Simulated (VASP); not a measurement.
# NaI in VASP: further runs

The runs below take NaI through single point, with HSE06.

All numbers are computed with VASP 6.6.1; they aren't measurements. Logs are shortened: lines on timing, memory, paths and dates and some standing lists are left out, and cuts for length are marked.

### 1 The cell of the first run

The structure is cubic, space group Pm-3m (No. 221). The conventional cell has a = 3.942 Å, b = 3.942 Å, c = 3.942 Å, α = 90.00°, β = 90.00°, γ = 90.00°. Within 4.5 Å of Na (site symmetry m-3m) lie 8 I at 3.41 Å and 6 Na at 3.94 Å. I (site symmetry m-3m) has 8 Na at 3.41 Å and 6 I at 3.94 Å within 4.5 Å.

### 2 Single point, HSE06 (strain -2.5%)

POSCAR

```
NaI
1.0
    3.9415435151      0.0000000000      0.0000000000
    0.0000000000      3.9415435151      0.0000000000
    0.0000000000      0.0000000000      3.9415435151
Na I
1 1
Direct
    0.0000000000      0.0000000000      0.0000000000
    0.5000000000      0.5000000000      0.5000000000
```

INCAR.step1

```
PREC = Accurate
ENCUT = 520
EDIFF = 1E-5
ISMEAR = 0
SIGMA = 0.01
LREAL = False
LASPH = True
NELM = 60
ALGO = Normal
ISIF = 2
LWAVE = True
LCHARG = False
GGA = PE
NBANDS = 14
```

INCAR.step2

```
PREC = Accurate
ENCUT = 520
EDIFF = 1E-6
ISMEAR = 0
SIGMA = 0.01
LREAL = False
LASPH = True
NELM = 60
ALGO = Normal
ISIF = 2
LWAVE = False
LCHARG = False
GGA = PE
LHFCALC = True
HFSCREEN = 0.2079
PRECFOCK = Normal
ISTART = 1
NBANDS = 14
```

KPOINTS

```
Automatic mesh
0
Gamma
  4 4 4
```

Potentials or basis: VASP PAW PBE potentials, release 64 (Na_pv, I).

Run with:

```console
cat potpaw_PBE.64/Na_pv/POTCAR potpaw_PBE.64/I/POTCAR > POTCAR
cp INCAR.step1 INCAR
mpirun -np 1 vasp_std > vasp.out
cp INCAR.step2 INCAR
mpirun -np 1 vasp_std > vasp.out
```

OUTCAR:

```text
PREC = Accurate
   ENCUT = 520
   EDIFF = 1E-6
   ISMEAR = 0
   LREAL = False
   LASPH = True
   NELM = 60
   ISIF = 2
   GGA = PE
   LHFCALC = True
   HFSCREEN = 0.2079
   PRECFOCK = Normal
   ISTART = 1

 ion  position               nearest neighbor table
   1  0.000  0.000  0.000-
   2  0.500  0.500  0.500-

  LATTYP: Found a simple cubic cell.
 ALAT       =     3.9415435151

  Lattice vectors:

 A1 = (   3.9415435151,   0.0000000000,   0.0000000000)
 A2 = (   0.0000000000,   3.9415435151,   0.0000000000)
 A3 = (   0.0000000000,   0.0000000000,   3.9415435151)

Analysis of symmetry for initial positions (statically):
=====================================================================
 Subroutine PRICEL returns:
 Original cell was already a primitive cell.

 Routine SETGRP: Setting up the symmetry group for a
 simple cubic supercell.

 Subroutine GETGRP returns: Found 48 space group operations
 (whereof 48 operations were pure point group operations)
 out of a pool of 48 trial point group operations.

The static configuration has the point symmetry O_h .

Analysis of symmetry for dynamics (positions and initial velocities):
=====================================================================
 Subroutine PRICEL returns:
 Original cell was already a primitive cell.

 Routine SETGRP: Setting up the symmetry group for a
 simple cubic supercell.

 Subroutine GETGRP returns: Found 48 space group operations
 (whereof 48 operations were pure point group operations)
 out of a pool of 48 trial point group operations.

The dynamic configuration has the point symmetry O_h .

 Subroutine INISYM returns: Found 48 space group operations
 (whereof 48 operations are pure point group operations),
 and found     1 'primitive' translations

----------------------------------------------------------------------------------------

                                     Primitive cell

  volume of cell :      61.2349

  direct lattice vectors                    reciprocal lattice vectors
     3.941543515  0.000000000  0.000000000     0.253707715  0.000000000  0.000000000
     0.000000000  3.941543515  0.000000000     0.000000000  0.253707715  0.000000000
     0.000000000  0.000000000  3.941543515     0.000000000  0.000000000  0.253707715

  length of vectors
     3.941543515  3.941543515  3.941543515     0.253707715  0.253707715  0.253707715

  position of ions in fractional coordinates (direct lattice)
     0.000000000  0.000000000  0.000000000
     0.500000000  0.500000000  0.500000000

  ion indices of the primitive-cell ions
   primitive index   ion index
                 1           1
                 2           2

----------------------------------------------------------------------------------------

 KPOINTS: Automatic mesh

Automatic generation of k-mesh.
 Grid dimensions read from file:
 generate k-points for:    4    4    4

 Generating k-lattice:

  Cartesian coordinates                     Fractional coordinates (reciprocal lattice)
     0.063426929  0.000000000  0.000000000     0.250000000  0.000000000  0.000000000
     0.000000000  0.063426929  0.000000000     0.000000000  0.250000000  0.000000000
     0.000000000  0.000000000  0.063426929     0.000000000  0.000000000  0.250000000

  Length of vectors
     0.063426929  0.063426929  0.063426929

  Shift w.r.t. Gamma in fractional coordinates (k-lattice)
     0.000000000  0.000000000  0.000000000

 Subroutine IBZKPT returns following result:
 ===========================================

 Found     10 irreducible k-points:

 Following reciprocal coordinates:
            Coordinates               Weight
  0.000000  0.000000  0.000000      1.000000
  0.250000  0.000000  0.000000      6.000000
  0.500000  0.000000  0.000000      3.000000
  0.250000  0.250000  0.000000     12.000000
  0.500000  0.250000  0.000000     12.000000
  0.500000  0.500000  0.000000      3.000000
  0.250000  0.250000  0.250000      8.000000
  0.500000  0.250000  0.250000     12.000000
  0.500000  0.500000  0.250000      6.000000
  0.500000  0.500000  0.500000      1.000000
   k-points           NKPTS =     10   k-points in BZ     NKDIM =     64   number of bands    NBANDS=     14
   number of dos      NEDOS =    301   number of ions     NIONS =      2
   total plane-waves  NPLWV =  27000
   dimension x,y,z NGX =    30 NGY =   30 NGZ =   30
   dimension x,y,z NGXF=    60 NGYF=   60 NGZF=   60
   ions per type =               1   1
   NGX,Y,Z   is equivalent  to a cutoff of  12.65, 12.65, 12.65 a.u.
   NGXF,Y,Z  is equivalent  to a cutoff of  25.31, 25.31, 25.31 a.u.
 SYSTEM =  unknown system
   PREC   = accura    normal or accurate (medium, high low for compatibility)
   ISTART =      1    job   : 0-new  1-cont  2-samecut
   ICHARG =      0    charge: 1-file 2-atom 10-const
   ISPIN  =      1    spin polarized calculation?
   LNONCOLLINEAR =      F non collinear calculations
   LSORBIT =      F    spin-orbit coupling
   LASPH  =      T    aspherical Exc in radial PAW
   ENCUT  =  520.0 eV  38.22 Ry    6.18 a.u.   7.33  7.33  7.33*2*pi/ulx,y,z
   NELM   =     60;   NELMIN=  2; NELMDL=  0     # of ELM steps
   EDIFF  = 0.1E-05   stopping-criterion for ELM
   LREAL  =      F    real-space projection
   EDIFFG = 0.1E-04   stopping-criterion for IOM
   NSW    =      0    number of steps for IOM
   IBRION =     -1    ionic relax: 0-MD 1-quasi-New 2-CG
   NFREE  =      0    steps in history (QN), initial steepest desc. (CG)
   ISIF   =      2    stress and relaxation
   ISYM   =      3    0-nonsym 1-usesym 2-fastsym
   POTIM  = 0.5000    time-step for ionic-motion
   TEBEG  =    0.0;   TEEND  =   0.0 temperature during run
   PSTRESS=    0.0 pullay stress
   NELECT =      14.0000    total number of electrons
   NUPDOWN=      -1.0000    fix difference up-down
   EMIN   =  10.00;   EMAX   =-10.00  energy-range for DOS
   EFERMI =   0.00;   METHOD = LEGACY
   ISMEAR =     0;   SIGMA  =   0.01  broadening in eV -4-tet -1-fermi 0-gaus
   EFERMI_NEDOS =   21; number of points for ismear=-14 and -15
   IALGO  =     38    algorithm
   IMIX   =      1    mixing-type and parameters
     AMIX     =   0.40;   BMIX     =  1.00
     AMIX_MAG =   1.60;   BMIX_MAG =  1.00
  volume/ion in A,a.u.               =      30.62       206.62
  Fermi-wavevector in a.u.,A,eV,Ry     =   1.001039  1.891690 13.634125  1.002080
  Thomas-Fermi vector in A             =   2.133435
   LORBIT       =      0    0 simple, 1 ext, 2 COOP (PROOUT), +10 PAW based schemes
   GGA     = PE    functional components
   LHFCALC =     T    Hartree Fock is set to
   PRECFOCK=normal    Normal, Fast or Accurate (Low or Medium for compatibility)
   ENCUT4O =  -1.0   cutoff for four orbital integrals eV
   NKREDX  =     1    reduce k-point grid by
   NKREDY  =     1    reduce k-point grid by
   NKREDZ  =     1    reduce k-point grid by
   AEXX    =    0.2500 exact exchange contribution
   HFSCREEN=    0.2079 screening length (either q_TF or 0.3 A-1)
   HFSCREENC=   0.2079 screening length for correlation (either q_TF or 0.3 A-1)
   ENCUTFOCK=  -1.0 apply spherical cutoff to Coloumb kernel
   IVDW    =     0    specifies the selected vdW correction
   LEPSILON=     F    determine dielectric tensor
   LRPA    =     F    only Hartree local field effects (RPA)
 non-spin polarized calculation
 Gauss-broadening in eV      SIGMA  =   0.01
  energy-cutoff  :      520.00
  volume of cell :       61.23
 maximum number of plane-waves:      1671
 NGX is ok and might be reduce to    30
  NGX = 24; NGY = 24; NGZ = 24

 number of electron      14.0000007 magnetization

 Free energy of the ion-electron system (eV)
  ---------------------------------------------------
  ext. energy  EPLUGINS =         0.00000000
  ---------------------------------------------------
  free energy    TOTEN  =        -5.88344644 eV

  energy without entropy =       -5.88344644  energy(sigma->0) =       -5.88344644

 E-fermi :   2.0990     XC(G=0):  -6.8251

 val. band max:        1.9675319372   @ k =   0.5000   0.5000   0.0000
 cond. band min:       5.3177858560   @ k =   0.0000   0.0000   0.0000
 fundamental gap:      3.3502539189
 Fermi energy:         2.0990317064

 k-point     1 :       0.0000    0.0000    0.0000
  band No.  band energies     occupation
      1     -24.2104      2.00000
      2     -24.2104      2.00000
      3     -24.2104      2.00000
      4     -11.2028      2.00000
      5       1.1571      2.00000
      6       1.1571      2.00000
      7       1.1571      2.00000
      8       5.3178      0.00000
      9       8.3060      0.00000
     10       8.3060      0.00000
     11      14.9073      0.00000
     12      14.9073      0.00000
     13      14.9073      0.00000
     14      15.3339      0.00000

 k-point     2 :       0.2500    0.0000    0.0000
  band No.  band energies     occupation
      1     -24.2156      2.00000
      2     -24.2098      2.00000
      3     -24.2098      2.00000
      4     -10.9911      2.00000
      5      -0.7063      2.00000
      6       1.3487      2.00000
      7       1.3487      2.00000
      8       6.5368      0.00000
      9       8.8564      0.00000
     10      10.1075      0.00000
     11      12.2581      0.00000
     12      12.2581      0.00000
     13      13.6441      0.00000
     14      14.0166      0.00000
[... 105 lines left out ...]
      1     -24.2182      2.00000
      2     -24.2182      2.00000
      3     -24.2129      2.00000
      4     -10.1901      2.00000
      5      -0.9210      2.00000
      6      -0.9210      2.00000
      7       0.4991      2.00000
      8       6.0191      0.00000
      9       8.3151      0.00000
     10       8.3151      0.00000
     11      11.8508      0.00000
     12      13.0431      0.00000
     13      15.9759      0.00000
     14      15.9759      0.00000

 k-point    10 :       0.5000    0.5000    0.5000
  band No.  band energies     occupation
      1     -24.2173      2.00000
      2     -24.2173      2.00000
      3     -24.2173      2.00000
      4      -9.9932      2.00000
      5      -0.6078      2.00000
      6      -0.6078      2.00000
      7      -0.6078      2.00000
      8       6.8841      0.00000
      9       6.8841      0.00000
     10       6.8841      0.00000
     11       9.9135      0.00000
     12      17.6066      0.00000
     13      17.6066      0.00000
     14      17.6066      0.00000

------------------------ aborting loop because EDIFF is reached ----------------------------------------

  FORCE on cell =-STRESS in cart. coord.  units (eV):
  Direction    XX          YY          ZZ          XY          YZ          ZX
  --------------------------------------------------------------------------------------
  -------------------------------------------------------------------------------------
  Total        0.6762748      0.6762748      0.6762748     -0.0000000     -0.0000000      0.0000000
  in kB       17.6943580     17.6943580     17.6943580     -0.0000000     -0.0000000      0.0000000
  external PRESSURE =      17.6943580 kB  Pullay stress =       0.0000000 kB

 VOLUME and BASIS-vectors are now :
 -----------------------------------------------------------------------------
  energy-cutoff  :      520.00
  volume of cell :       61.23
      direct lattice vectors                 reciprocal lattice vectors
     3.941543515  0.000000000  0.000000000     0.253707715  0.000000000  0.000000000
     0.000000000  3.941543515  0.000000000     0.000000000  0.253707715  0.000000000
     0.000000000  0.000000000  3.941543515     0.000000000  0.000000000  0.253707715

 POSITION                                       TOTAL-FORCE (eV/Angst)
 -----------------------------------------------------------------------------------
      0.00000      0.00000      0.00000         0.000000      0.000000      0.000000
      1.97077      1.97077      1.97077         0.000000      0.000000      0.000000
 -----------------------------------------------------------------------------------
    total drift:                               -0.000000     -0.000000     -0.000000

  FREE ENERGIE OF THE ION-ELECTRON SYSTEM (eV)
  ---------------------------------------------------
  free  energy   TOTEN  =        -5.8834464358 eV

  energy  without entropy=       -5.8834464358  energy(sigma->0) =       -5.88344644
```

Run time: 4.8 min. Hardware: 1 thread of AMD EPYC 7R13 (Zen 3), shared host; peak memory 0.24 GiB.

Results:

```
Free energy            : -5.8834 eV
Pressure               : 1.8 GPa
Band gap on the k mesh : 3.35 eV (least direct gap 3.51 eV)
```

Caveat: the cell differs from its parent crystal (strain -2.5%); the PAW data sets were made with another functional, which shifts forces and pressure a little; spin-orbit coupling is left out, which moves the levels of the heavy elements.

### 3 Single point, HSE06 (biaxial xy strain +3.1%)

POSCAR

```
NaI
1.0
    4.1674095145      0.0000000000      0.0000000000
    0.0000000000      4.1674095145      0.0000000000
    0.0000000000      0.0000000000      4.0405366633
Na I
1 1
Direct
    0.0000000000      0.0000000000      0.0000000000
    0.5000000000      0.5000000000      0.5000000000
```

Edit INCAR.step1 of step 2 so:

```diff
@@ -7,3 +7,3 @@
 LASPH = True
-NELM = 60
+NELM = 100
 ALGO = Normal
```

Edit INCAR.step2 of step 2 so:

```diff
@@ -7,3 +7,3 @@
 LASPH = True
-NELM = 60
+NELM = 100
 ALGO = Normal
```

KPOINTS

```
regular mesh
0
Gamma
  4 4 4
```

Potentials or basis: VASP PAW PBE potentials, release 64 (Na_pv, I).

Run with:

```console
cat potpaw_PBE.64/Na_pv/POTCAR potpaw_PBE.64/I/POTCAR > POTCAR
cp INCAR.step1 INCAR
mpirun -np 1 vasp_std > vasp.out
cp INCAR.step2 INCAR
mpirun -np 1 vasp_std > vasp.out
```

It took 8.3 min on 1 thread of AMD EPYC 7R13 (Zen 3), shared host; peak memory 0.26 GiB.

The run converged. Its results:

```yaml
Free_energy: -5.8964 eV
Pressure: -0.7 GPa
Band_gap_on_the_k_mesh: 2.99 eV (least direct gap 3.56 eV)
```

Stress tensor (GPa, compression positive):
```
-1.22  0.00  0.00
 0.00 -1.22  0.00
 0.00  0.00  0.20
```

Levels at points of the mesh, in eV from the valence-band top:
```csv
k point,band 5,band 6,band 7,band 8,band 9,band 10
"(0.00, 0.00, 0.00)",-0.85,-0.85,-0.57,2.99,6.41,6.63
"(0.50, 0.00, 0.00)",-3.30,-0.55,-0.28,5.40,6.97,8.02
"(0.50, 0.50, 0.00)",-2.67,-2.67,0.00,3.56,7.99,9.15
"(0.00, 0.00, 0.50)",-3.32,-0.48,-0.48,5.31,7.01,7.99
"(0.50, 0.00, 0.50)",-2.71,-2.59,-0.19,3.71,7.77,8.86
"(0.50, 0.50, 0.50)",-2.26,-2.13,-2.13,5.04,5.06,5.06
```

Caveat: the cell differs from its parent crystal (biaxial xy strain +3.1%); the PAW data sets were made with another functional, which shifts forces and pressure a little; spin-orbit coupling is left out, which moves the levels of the heavy elements. A k mesh can miss the band edges.
